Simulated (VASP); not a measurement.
# SrCl2 (I4/mmm) in VASP: a series of runs

The runs below take SrCl2 through single point, with LDA.

All numbers are computed with VASP 6.6.1; they aren't measurements. Logs are shortened: lines on timing, memory, paths and dates and some standing lists are left out, and cuts for length are marked.

## (1) The cell of the first run

It takes space group I4/mmm (No. 139, tetragonal). Conventional cell: a = 4.535 Å, b = 4.535 Å, c = 7.250 Å, α = 90.00°, β = 90.00°, γ = 90.00°. Within 3.8 Å of Sr (site symmetry 4/mmm) lie 8 Cl at 2.90 Å. Cl (site symmetry -4m2) has 4 Sr at 2.90 Å and 6 Cl at 3.21 to 3.62 Å within 3.8 Å.

## (2) Single point, LDA (strain -0.080 along x and y, +0.040 along z)

INCAR

```
SYSTEM = SrCl2
PREC = Accurate
ENCUT = 520
EDIFF = 1E-6
ISMEAR = 0
SIGMA = 0.05
LREAL = .False.
LASPH = .True.
NELM = 60
ALGO = Normal
ISIF = 2
LWAVE = .False.
LCHARG = .False.
GGA = CA
NBANDS = 19
```

KPOINTS

```
Automatic mesh
0
Gamma
  6 6 6
  0 0 0
```

POSCAR

```
SrCl2
1.0
    0.0000000000      3.2066600000      3.6249200000
    3.2066600000      0.0000000000      3.6249200000
    3.2066600000      3.2066600000      0.0000000000
Sr Cl
1 2
Direct
    0.0000000000      0.0000000000      0.0000000000
    0.2500000000      0.2500000000      0.2500000000
    0.7500000000      0.7500000000      0.7500000000
```

Potentials or basis: VASP PAW LDA potentials, release 64 (Sr_sv, Cl).

On the command line:

```console
$ cat potpaw_LDA.64/Sr_sv/POTCAR potpaw_LDA.64/Cl/POTCAR > POTCAR
$ mpirun -np 1 vasp_std > vasp.out
```

OUTCAR:

```text
SYSTEM = SrCl2
   PREC = Accurate
   ENCUT = 520
   EDIFF = 1E-6
   ISMEAR = 0
   LREAL = .False.
   LASPH = .True.
   NELM = 60
   ISIF = 2
   GGA = CA

 ion  position               nearest neighbor table
   1  0.000  0.000  0.000-   2 2.90   3 2.90   3 2.90   3 2.90   3 2.90   2 2.90   2 2.90   2 2.90

   2  0.250  0.250  0.250-   1 2.90   1 2.90   1 2.90   1 2.90
   3  0.750  0.750  0.750-   1 2.90   1 2.90   1 2.90   1 2.90

  LATTYP: Found a body centered tetragonal cell.
 ALAT       =     4.5349020619
 C/A-ratio  =     1.5986762009

  Lattice vectors:

 A1 = (  -3.2066600000,   0.0000000000,   3.6249200000)
 A2 = (   3.2066600000,   0.0000000000,   3.6249200000)
 A3 = (   0.0000000000,   3.2066600000,  -3.6249200000)

Analysis of symmetry for initial positions (statically):
=====================================================================
 Subroutine PRICEL returns:
 Original cell was already a primitive cell.

 Routine SETGRP: Setting up the symmetry group for a
 body centered tetragonal supercell.

 Subroutine GETGRP returns: Found 16 space group operations
 (whereof 16 operations were pure point group operations)
 out of a pool of 16 trial point group operations.

The static configuration has the point symmetry D_4h.

Analysis of symmetry for dynamics (positions and initial velocities):
=====================================================================
 Subroutine PRICEL returns:
 Original cell was already a primitive cell.

 Routine SETGRP: Setting up the symmetry group for a
 body centered tetragonal supercell.

 Subroutine GETGRP returns: Found 16 space group operations
 (whereof 16 operations were pure point group operations)
 out of a pool of 16 trial point group operations.

The dynamic configuration has the point symmetry D_4h.

 Subroutine INISYM returns: Found 16 space group operations
 (whereof 16 operations are pure point group operations),
 and found     1 'primitive' translations

----------------------------------------------------------------------------------------

                                     Primitive cell

  volume of cell :      74.5477

  direct lattice vectors                    reciprocal lattice vectors
     0.000000000  3.206660000  3.624920000    -0.155925480  0.155925480  0.137934079
     3.206660000  0.000000000  3.624920000     0.155925480 -0.155925480  0.137934079
     3.206660000  3.206660000  0.000000000     0.155925480  0.155925480 -0.137934079

  length of vectors
     4.839701784  4.839701784  4.534902062     0.260098675  0.260098675  0.260098675

  position of ions in fractional coordinates (direct lattice)
     0.000000000  0.000000000  0.000000000
     0.250000000  0.250000000  0.250000000
     0.750000000  0.750000000  0.750000000

  ion indices of the primitive-cell ions
   primitive index   ion index
                 1           1
                 2           2
                 3           3

----------------------------------------------------------------------------------------

 KPOINTS: Automatic mesh

Automatic generation of k-mesh.
 Grid dimensions read from file:
 generate k-points for:    6    6    6

 Generating k-lattice:

  Cartesian coordinates                     Fractional coordinates (reciprocal lattice)
    -0.025987580  0.025987580  0.022989013     0.166666667  0.000000000  0.000000000
     0.025987580 -0.025987580  0.022989013     0.000000000  0.166666667  0.000000000
     0.025987580  0.025987580 -0.022989013     0.000000000  0.000000000  0.166666667

  Length of vectors
     0.043349779  0.043349779  0.043349779

  Shift w.r.t. Gamma in fractional coordinates (k-lattice)
     0.000000000  0.000000000  0.000000000

 Subroutine IBZKPT returns following result:
 ===========================================

 Found     30 irreducible k-points:

 Following reciprocal coordinates:
            Coordinates               Weight
  0.000000  0.000000  0.000000      1.000000
  0.166667  0.000000  0.000000      8.000000
  0.333333  0.000000  0.000000      8.000000
  0.500000  0.000000  0.000000      4.000000
  0.166667  0.166667  0.000000      2.000000
  0.333333  0.166667  0.000000      8.000000
[... 16 lines left out ...]
  0.333333  0.000000  0.333333      4.000000
  0.500000  0.000000  0.333333     16.000000
 [... further k-points ...]
   k-points           NKPTS =     30   k-points in BZ     NKDIM =     30   number of bands    NBANDS=     19
   number of dos      NEDOS =    301   number of ions     NIONS =      3
   total plane-waves  NPLWV =  46656
   dimension x,y,z NGX =    36 NGY =   36 NGZ =   36
   dimension x,y,z NGXF=    72 NGYF=   72 NGZF=   72
   ions per type =               1   2
   NGX,Y,Z   is equivalent  to a cutoff of  12.37, 12.37, 13.20 a.u.
   NGXF,Y,Z  is equivalent  to a cutoff of  24.73, 24.73, 26.39 a.u.
 SYSTEM =  SrCl2
   PREC   = accura    normal or accurate (medium, high low for compatibility)
   ISTART =      0    job   : 0-new  1-cont  2-samecut
   ICHARG =      2    charge: 1-file 2-atom 10-const
   ISPIN  =      1    spin polarized calculation?
   LNONCOLLINEAR =      F non collinear calculations
   LSORBIT =      F    spin-orbit coupling
   LASPH  =      T    aspherical Exc in radial PAW
   ENCUT  =  520.0 eV  38.22 Ry    6.18 a.u.   9.00  9.00  8.43*2*pi/ulx,y,z
   NELM   =     60;   NELMIN=  2; NELMDL= -5     # of ELM steps
   EDIFF  = 0.1E-05   stopping-criterion for ELM
   LREAL  =      F    real-space projection
   EDIFFG = 0.1E-04   stopping-criterion for IOM
   NSW    =      0    number of steps for IOM
   IBRION =     -1    ionic relax: 0-MD 1-quasi-New 2-CG
   NFREE  =      0    steps in history (QN), initial steepest desc. (CG)
   ISIF   =      2    stress and relaxation
   ISYM   =      2    0-nonsym 1-usesym 2-fastsym
   POTIM  = 0.5000    time-step for ionic-motion
   TEBEG  =    0.0;   TEEND  =   0.0 temperature during run
   PSTRESS=    0.0 pullay stress
   NELECT =      24.0000    total number of electrons
   NUPDOWN=      -1.0000    fix difference up-down
   EMIN   =  10.00;   EMAX   =-10.00  energy-range for DOS
   EFERMI =   0.00;   METHOD = LEGACY
   ISMEAR =     0;   SIGMA  =   0.05  broadening in eV -4-tet -1-fermi 0-gaus
   EFERMI_NEDOS =   21; number of points for ismear=-14 and -15
   IALGO  =     38    algorithm
   IMIX   =      4    mixing-type and parameters
     AMIX     =   0.40;   BMIX     =  1.00
     AMIX_MAG =   1.60;   BMIX_MAG =  1.00
  volume/ion in A,a.u.               =      24.85       167.69
  Fermi-wavevector in a.u.,A,eV,Ry     =   1.122020  2.120310 17.128759  1.258928
  Thomas-Fermi vector in A             =   2.258677
   LORBIT       =      0    0 simple, 1 ext, 2 COOP (PROOUT), +10 PAW based schemes
   GGA     = CA    functional components
   LHFCALC =     F    Hartree Fock is set to
   AEXX    =    0.0000 exact exchange contribution
   IVDW    =     0    specifies the selected vdW correction
   LEPSILON=     F    determine dielectric tensor
   LRPA    =     F    only Hartree local field effects (RPA)
 non-spin polarized calculation
 Gauss-broadening in eV      SIGMA  =   0.05
  energy-cutoff  :      520.00
  volume of cell :       74.55
 maximum number of plane-waves:      2034
   NGX = 17   NGY = 17   NGZ = 17

 number of electron      24.0000002 magnetization

 Free energy of the ion-electron system (eV)
  ---------------------------------------------------
  ext. energy  EPLUGINS =         0.00000000
  ---------------------------------------------------
  free energy    TOTEN  =       -13.89939786 eV

  energy without entropy =      -13.89939786  energy(sigma->0) =      -13.89939786

 E-fermi :   1.5315     XC(G=0):  -9.3596

 val. band max:        1.3174453947   @ k =   0.5000   0.0000   0.5000
 cond. band min:       5.5437135963   @ k =   0.0000   0.0000   0.0000
 fundamental gap:      4.2262682016
 Fermi energy:         1.5314600892

 k-point     1 :       0.0000    0.0000    0.0000
  band No.  band energies     occupation
      1     -31.4621      2.00000
      2     -13.6264      2.00000
      3     -13.6264      2.00000
      4     -13.6225      2.00000
      5     -12.7628      2.00000
      6     -11.4821      2.00000
[... 11 lines left out ...]
     18      10.0580      0.00000
     19      10.7140      0.00000

 k-point     2 :       0.1667    0.0000    0.0000
  band No.  band energies     occupation
      1     -31.4601      2.00000
      2     -13.8553      2.00000
      3     -13.6338      2.00000
      4     -13.6307      2.00000
      5     -12.4484      2.00000
      6     -11.5685      2.00000
[... 11 lines left out ...]
     18       9.8154      0.00000
     19      10.8395      0.00000

 k-point     3 :       0.3333    0.0000    0.0000
  band No.  band energies     occupation
      1     -31.4562      2.00000
      2     -14.1177      2.00000
      3     -13.6533      2.00000
      4     -13.6392      2.00000
      5     -12.1673      2.00000
      6     -11.5688      2.00000
[... 11 lines left out ...]
     18       9.8216      0.00000
     19      10.3608      0.00000

 k-point     4 :       0.5000    0.0000    0.0000
  band No.  band energies     occupation
      1     -31.4543      2.00000
      2     -14.2099      2.00000
      3     -13.6629      2.00000
      4     -13.6434      2.00000
      5     -12.1839      2.00000
      6     -11.4389      2.00000
[... 407 lines left out ...]
     18      10.7533      0.00000
     19      11.1291      0.00000

 k-point    23 :       0.3333    0.0000    0.3333
  band No.  band energies     occupation
      1     -31.4534      2.00000
      2     -14.1760      2.00000
      3     -13.6998      2.00000
      4     -13.6592      2.00000
      5     -11.9287      2.00000
      6     -11.6998      2.00000
[... 11 lines left out ...]
     18       9.4170      0.00000
     19      11.2138      0.00000

 k-point    24 :       0.5000    0.0000    0.3333
  band No.  band energies     occupation
      1     -31.4515      2.00000
      2     -14.2004      2.00000
      3     -13.7940      2.00000
      4     -13.6861      2.00000
      5     -11.9403      2.00000
      6     -11.5135      2.00000
[... 11 lines left out ...]
     18      10.2765      0.00000
     19      11.1722      0.00000

 [... further k-points ...]

------------------------ aborting loop because EDIFF is reached ----------------------------------------

  FORCE on cell =-STRESS in cart. coord.  units (eV):
  Direction    XX          YY          ZZ          XY          YZ          ZX
  --------------------------------------------------------------------------------------
  -------------------------------------------------------------------------------------
  Total        2.5498358      2.5498358     -0.8840916      0.0000000     -0.0000000     -0.0000000
  in kB       54.8010082     54.8010082    -19.0008749      0.0000000     -0.0000000     -0.0000000
  external PRESSURE =      30.2003805 kB  Pullay stress =       0.0000000 kB

 VOLUME and BASIS-vectors are now :
 -----------------------------------------------------------------------------
  energy-cutoff  :      520.00
  volume of cell :       74.55
      direct lattice vectors                 reciprocal lattice vectors
     0.000000000  3.206660000  3.624920000    -0.155925480  0.155925480  0.137934079
     3.206660000  0.000000000  3.624920000     0.155925480 -0.155925480  0.137934079
     3.206660000  3.206660000  0.000000000     0.155925480  0.155925480 -0.137934079

 POSITION                                       TOTAL-FORCE (eV/Angst)
 -----------------------------------------------------------------------------------
      0.00000      0.00000      0.00000        -0.000000      0.000000      0.000000
      1.60333      1.60333      1.81246        -0.000000     -0.000000     -0.000000
      4.80999      4.80999      5.43738         0.000000      0.000000      0.000000
 -----------------------------------------------------------------------------------
    total drift:                                0.000000      0.000000      0.000000

  FREE ENERGIE OF THE ION-ELECTRON SYSTEM (eV)
  ---------------------------------------------------
  free  energy   TOTEN  =       -13.8993978633 eV

  energy  without entropy=      -13.8993978633  energy(sigma->0) =      -13.89939786
```

Run time: 14 s. Hardware: 1 thread of Intel Xeon 6975P-C (Granite Rapids), shared host; peak memory 0.19 GiB.

What came out:

```yaml
Free_energy: -13.8994 eV
Pressure: 3.0 GPa
Band_gap_on_the_k_mesh: 4.23 eV (least direct gap 4.52 eV)
```

Levels at points of the mesh, in eV from the valence-band top:
```
           k point  band 8  band 9  band 10  band 11  band 12  band 13  band 14  band 15  band 16  band 17
(0.00, 0.00, 0.00)   -3.17   -2.77    -1.40    -0.38    -0.38     4.23     5.65     5.81     8.09     8.74
(0.50, 0.00, 0.00)   -2.27   -2.13    -2.00    -1.62    -1.59     5.97     6.14     7.09     7.17     8.60
(0.50, 0.50, 0.00)   -2.65   -2.65    -0.82    -0.60    -0.60     4.56     6.01     7.20     7.20     7.29
(0.50, 0.00, 0.50)   -2.92   -2.34    -1.56    -0.34     0.00     4.52     7.12     7.34     7.95     8.24
```

Caveat: the cell differs from its parent crystal (strain -0.080 along x and y, +0.040 along z); the cell stands under pressure.

## (3) Single point, LDA (strain -0.080 along x and y, +0.080 along z)

INCAR

```
SYSTEM = SrCl2
ALGO = Normal ; EDIFF = 1E-6
ENCUT = 520 ; ISIF = 2
ISMEAR = 0 ; LASPH = .True.
LCHARG = .False. ; LREAL = .False.
LWAVE = .False. ; NBANDS = 19
NELM = 100 ; PREC = Accurate
SIGMA = 0.05
```

KPOINTS

```
k-points
0
Gamma
  6 6 6
  0 0 0
```

POSCAR

```
SrCl2
1.0
    0.0000000000      3.2066600000      3.7643400000
    3.2066600000      0.0000000000      3.7643400000
    3.2066600000      3.2066600000      0.0000000000
Sr Cl
1 2
Direct
    0.0000000000      0.0000000000      0.0000000000
    0.2500000000      0.2500000000      0.2500000000
    0.7500000000      0.7500000000      0.7500000000
```

Potentials or basis: VASP PAW LDA potentials, release 64 (Sr_sv, Cl).

On the command line:

```console
$ cat potpaw_LDA.64/Sr_sv/POTCAR potpaw_LDA.64/Cl/POTCAR > POTCAR
$ mpirun -np 1 vasp_std > vasp.out
```

Wall time 18 s (1 thread of Intel Xeon 6975P-C (Granite Rapids), shared host); peak memory 0.2 GiB.

It converged, with:

| Item | Value |
| --- | --- |
| Free energy | -13.8372 eV |
| Pressure | 1.1 GPa |
| Band gap on the k mesh | 3.81 eV (least direct gap 4.19 eV) |

Stress tensor (GPa, compression positive):
```
 4.21  0.00  0.00
 0.00  4.21  0.00
 0.00  0.00 -5.09
```

Levels at points of the mesh, in eV from the valence-band top:
| k point | band 8 | band 9 | band 10 | band 11 | band 12 | band 13 | band 14 | band 15 | band 16 | band 17 |
| --- | --- | --- | --- | --- | --- | --- | --- | --- | --- | --- |
| (0.00, 0.00, 0.00) | -3.14 | -2.67 | -1.64 | -0.38 | -0.38 | 3.81 | 5.59 | 5.84 | 7.83 | 8.58 |
| (0.50, 0.00, 0.00) | -2.21 | -2.15 | -2.05 | -1.69 | -1.63 | 5.79 | 5.88 | 6.84 | 6.91 | 8.26 |
| (0.50, 0.50, 0.00) | -2.68 | -2.68 | -1.01 | -0.58 | -0.58 | 4.43 | 5.60 | 6.83 | 6.83 | 7.08 |
| (0.50, 0.00, 0.50) | -3.02 | -2.33 | -1.76 | -0.27 | 0.00 | 4.33 | 6.94 | 7.19 | 7.73 | 7.82 |

Caveat: the cell differs from its parent crystal (strain -0.080 along x and y, +0.080 along z). A k mesh can miss the band edges.

## (4) Single point, LDA (strain +0.000 along x and y, -0.080 along z)

INCAR

```
SYSTEM = SrCl2
ALGO = Normal ; EDIFF = 1E-6
ENCUT = 520 ; GGA = CA
ISIF = 2 ; ISMEAR = 0
LASPH = .TRUE. ; LCHARG = .TRUE.
LELF = .TRUE. ; LREAL = .FALSE.
LVHAR = .TRUE. ; LWAVE = .FALSE.
NBANDS = 19 ; NELM = 100
PREC = Accurate ; SIGMA = 0.05
```

KPOINTS

```
k-points
0
G
  6 6 6
  0 0 0
```

POSCAR

```
SrCl2
1.0
    0.0000000000      3.4855000000      3.2066600000
    3.4855000000      0.0000000000      3.2066600000
    3.4855000000      3.4855000000      0.0000000000
Sr Cl
1 2
Direct
    0.0000000000      0.0000000000      0.0000000000
    0.2500000000      0.2500000000      0.2500000000
    0.7500000000      0.7500000000      0.7500000000
```

On the command line:

```console
$ cat potpaw_LDA.64/Sr_sv/POTCAR potpaw_LDA.64/Cl/POTCAR > POTCAR
$ mpirun -np 1 vasp_std > vasp.out
```

It took 16 s on 1 thread of Intel Xeon 6975P-C (Granite Rapids), shared host; peak memory 0.2 GiB.

The run converged. Its results:

```
Free energy            : -14.0089 eV
Pressure               : 0.7 GPa
Band gap on the k mesh : 4.57 eV (least direct gap 4.63 eV)
```

Stress tensor (GPa, compression positive):
```
-1.00  0.00  0.00
 0.00 -1.00  0.00
 0.00  0.00  4.09
```

Levels at points of the mesh, in eV from the valence-band top:
| k point | band 10 | band 11 | band 12 | band 13 | band 14 | band 15 |
| --- | --- | --- | --- | --- | --- | --- |
| (0.00, 0.00, 0.00) | -1.05 | -1.05 | -0.30 | 4.57 | 5.00 | 5.84 |
| (0.50, 0.00, 0.00) | -1.98 | -1.64 | -1.60 | 5.97 | 6.11 | 7.04 |
| (0.50, 0.50, 0.00) | -1.04 | -1.04 | 0.00 | 4.63 | 7.06 | 7.06 |
| (0.50, 0.00, 0.50) | -1.26 | -0.59 | -0.39 | 4.59 | 6.36 | 7.14 |

Caveat: the cell differs from its parent crystal (strain +0.000 along x and y, -0.080 along z). A k mesh can miss the band edges.

## (5) Single point, LDA (strain +0.000 along x and y, -0.040 along z)

INCAR

```
PREC = Accurate
ENCUT = 520
EDIFF = 1E-6
ISMEAR = 0
SIGMA = 0.05
LREAL = False
LASPH = True
NELM = 80
ALGO = Normal
ISIF = 2
LWAVE = False
LCHARG = False
NBANDS = 19
```

KPOINTS

```
Automatic mesh
0
Gamma
  6 6 6
```

POSCAR

```
SrCl2
1.0
    0.0000000000      3.4855000000      3.3460800000
    3.4855000000      0.0000000000      3.3460800000
    3.4855000000      3.4855000000      0.0000000000
Sr Cl
1 2
Direct
    0.0000000000      0.0000000000      0.0000000000
    0.2500000000      0.2500000000      0.2500000000
    0.7500000000      0.7500000000      0.7500000000
```

On the command line:

```console
$ cat potpaw_LDA.64/Sr_sv/POTCAR potpaw_LDA.64/Cl/POTCAR > POTCAR
$ mpirun -np 1 vasp_std > vasp.out
```

Wall time 15 s (1 thread of Intel Xeon 6975P-C (Granite Rapids), shared host); peak memory 0.2 GiB.

Results (log left out):

* Free energy: -14.0544 eV
* Pressure: -1.2 GPa
* Band gap on the k mesh: 4.81 eV (least direct gap 4.93 eV)

Stress tensor (GPa, compression positive):
```
-1.95  0.00  0.00
 0.00 -1.95  0.00
 0.00  0.00  0.28
```

Levels at points of the mesh, in eV from the valence-band top:
```tsv
k point	band 9	band 10	band 11	band 12	band 13	band 14	band 15	band 16
(0.00, 0.00, 0.00)	-2.49	-0.66	-0.66	-0.32	4.81	5.46	5.80	8.52
(0.50, 0.00, 0.00)	-1.82	-1.64	-1.33	-1.31	6.24	6.31	7.23	7.30
(0.50, 0.50, 0.00)	-2.22	-0.70	-0.70	0.00	4.93	6.95	7.25	7.94
(0.50, 0.00, 0.50)	-2.13	-0.80	-0.41	-0.27	4.92	6.62	7.27	7.65
```

Caveat: the cell differs from its parent crystal (strain +0.000 along x and y, -0.040 along z).

## (6) The runs side by side

```tsv
cell	gap on the mesh (eV)	pressure (GPa)
a = 4.840, b = 4.840, c = 4.535 Å, angles 62.1, 62.1, 55.9°, 3 atoms	4.23	3.0
a = 4.945, b = 4.945, c = 4.535 Å, angles 62.7, 62.7, 54.6°, 3 atoms	3.81	1.1
a = 4.736, b = 4.736, c = 4.929 Å, angles 58.6, 58.6, 62.7°, 3 atoms	4.57	0.7
a = 4.832, b = 4.832, c = 4.929 Å, angles 59.3, 59.3, 61.3°, 3 atoms	4.81	-1.2
```

Alike in all rows: task single point; level LDA; potentials or basis VASP PAW LDA potentials, release 64 (Sr_sv, Cl); no spin polarisation; k mesh 6 × 6 × 6; cutoff (eV) 520; smearing gaussian 0.05 eV.

Caveats: the cell stands under pressure (at least some runs).

Total energies depend on the potentials used, so only differences within one code and one set of settings carry meaning.
